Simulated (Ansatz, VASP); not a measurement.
## One calculation of SnO, two programs

Contents of INCAR:

```
ALGO = Normal
EDIFF = 1E-6
ENCUT = 520
GGA = PS
ISIF = 2
ISMEAR = -1
IVDW = 13
LASPH = T
LCHARG = T
LELF = T
LREAL = F
LVHAR = T
LWAVE = F
NBANDS = 28
NELM = 80
PREC = Accurate
SIGMA = 0.05
```

File KPOINTS:

```
k-points
0
Gamma
  7 7 6
```

Contents of POSCAR:

```
SnO
1.0
    3.7621524798      0.0000000000      0.0000000000
    0.0000000000      3.7621524798      0.0000000000
    0.0000000000      0.0000000000      4.8208658347
Sn O
2 2
Direct
    0.5000000000      0.0000000000      0.7646261400
    0.0000000000      0.5000000000      0.2353738600
    0.0000000000      0.0000000000      0.0000000000
    0.5000000000      0.5000000000      0.0000000000
```

input.yaml

```yaml
crystal:
  lattice:
    - [3.7621524798, 0.0, 0.0]
    - [0.0, 3.7621524798, 0.0]
    - [0.0, 0.0, 4.8208658347]
  atoms:
    - { symbol: Sn, position: [0.5, 0.0, 0.76462614] }
    - { symbol: Sn, position: [0.0, 0.5, 0.23537386] }
    - { symbol: O, position: [0.0, 0.0, 0.0] }
    - { symbol: O, position: [0.5, 0.5, 0.0] }
hamiltonian:
  xc: pbesol
  pseudopotentials: { kind: paw }
  dispersion: d4
kpoints:
  mp_grid: { grid: [7, 7, 6] }
scf:
  occupations: { method: fermi_dirac, width: 0.05 }
output:
  forces: true
  stress: true
  eigenvalues: true
```

Alike in both runs: task single point; functional PBEsol; dispersion D4; k mesh 7 × 7 × 6; occupations fermi-dirac, width 0.05 eV; no spin polarisation.

|  | VASP | Ansatz |
| --- | --- | --- |
| version | VASP 6.6.1 | Ansatz 0.2.0 |
| potentials or method | VASP PAW PBE potentials, release 64 (Sn_d, O) | Ansatz PAW |
| plane-wave cutoff (eV) | 520 | 420 |
| valence electrons in the cell | 40 | 40 |

Ansatz gave:

- gap on the k mesh at the Fermi level (eV): 0.21
- least direct gap on the mesh (eV): 1.98
- pressure (GPa): 2.1
- traceless stress, the component that is largest in VASP (GPa): -0.84
- rms of the force components (eV/Å): 0.274

**Question.** Which values does VASP return?

**Answer.** gap on the k mesh at the Fermi level (eV): 0.22; least direct gap on the mesh (eV): 1.94; pressure (GPa): 2.4; traceless stress, the component that is largest in VASP (GPa): -0.83; rms of the force components (eV/Å): 0.313.

VASP's potentials were made for PBE, not for PBEsol. Atom by atom the forces differ by 0.039 eV/Å (rms over components).

Noted on Ansatz's run: odd divisions of the mesh miss points on the zone boundary, where band edges often lie, so the gap on the mesh can be too wide.
